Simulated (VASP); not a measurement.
Write the native input for VASP 6.6.1 that does the following.

```
Task                   : single point
Functional             : r2SCAN
Potentials or basis    : VASP PAW PBE potentials, release 64 (Pb_d, S)
Cutoff                 : 520 eV
k mesh                 : 12 × 12 × 12
Occupations            : gaussian, width 0.02 eV
Spin                   : no spin polarisation
Dipole correction      : no
Further INCAR settings : ALGO = Normal; EDIFF = 1e-06; NBANDS = 17
```

Crystal: PbS.

```
Pb S
1.0
    -2.12453    2.12453    3.00541
     2.12453   -2.12453    3.00541
     2.12453    2.12453   -3.00541
Pb S
1 1
Cartesian
  0.0000 0.0000 1.5166
  0.0000 0.0000 4.4943
```

The input as run:

POSCAR

```
PbS
1.0
   -2.1245342651      2.1245342651      3.0054084493
    2.1245342651     -2.1245342651      3.0054084493
    2.1245342651      2.1245342651     -3.0054084493
Pb S
1 1
Direct
    0.2523050968      0.2523050968      0.0000000000
    0.7476949032      0.7476949032      0.0000000000
```

INCAR.step1

```
PREC     = Accurate       # precision mode
ENCUT    = 520            # plane-wave cutoff, eV
ISMEAR   = 0              # smearing method
SIGMA    = 0.02           # smearing width, eV
LREAL    = False          # projectors in reciprocal space
LASPH    = True           # aspherical terms in the spheres
NELM     = 100            # most SCF steps
NBANDS   = 17             # bands
GGA      = PE             # functional
ALGO     = Normal         # electronic algorithm
EDIFF    = 1E-4           # SCF threshold, eV
LWAVE    = True           # write WAVECAR
LCHARG   = False          # write CHGCAR
```

INCAR.step2

```
PREC     = Accurate       # precision mode
ENCUT    = 520            # plane-wave cutoff, eV
EDIFF    = 1E-6           # SCF threshold, eV
ISMEAR   = 0              # smearing method
SIGMA    = 0.02           # smearing width, eV
LREAL    = False          # projectors in reciprocal space
LASPH    = True           # aspherical terms in the spheres
NELM     = 100            # most SCF steps
ALGO     = Normal         # electronic algorithm
ISIF     = 2              # what is computed and relaxed
LWAVE    = False          # write WAVECAR
LCHARG   = False          # write CHGCAR
METAGGA  = R2SCAN         # meta-GGA
LMIXTAU  = True         
NBANDS   = 17             # bands
ISTART   = 1
```

KPOINTS

```
regular mesh
0
Gamma
  12 12 12
```

Potentials or basis: VASP PAW PBE potentials, release 64 (Pb_d, S).

Launch:

```sh
$ cat potpaw_PBE.64/Pb_d/POTCAR potpaw_PBE.64/S/POTCAR > POTCAR
$ cp INCAR.step1 INCAR
$ mpirun -np 1 vasp_std > vasp.out
$ cp INCAR.step2 INCAR
$ mpirun -np 1 vasp_std > vasp.out
```

It gave:

```
Pressure               : -1.0 GPa
Band gap on the k mesh : 0.77 eV
```

Caveat: the PAW data sets were made with another functional, which shifts forces and pressure a little; spin-orbit coupling is left out, which moves the levels of the heavy elements.

Wall time 7.8 min on 1 thread of Intel Xeon 8259CL, with other jobs on the host, peak memory 0.29 GiB.
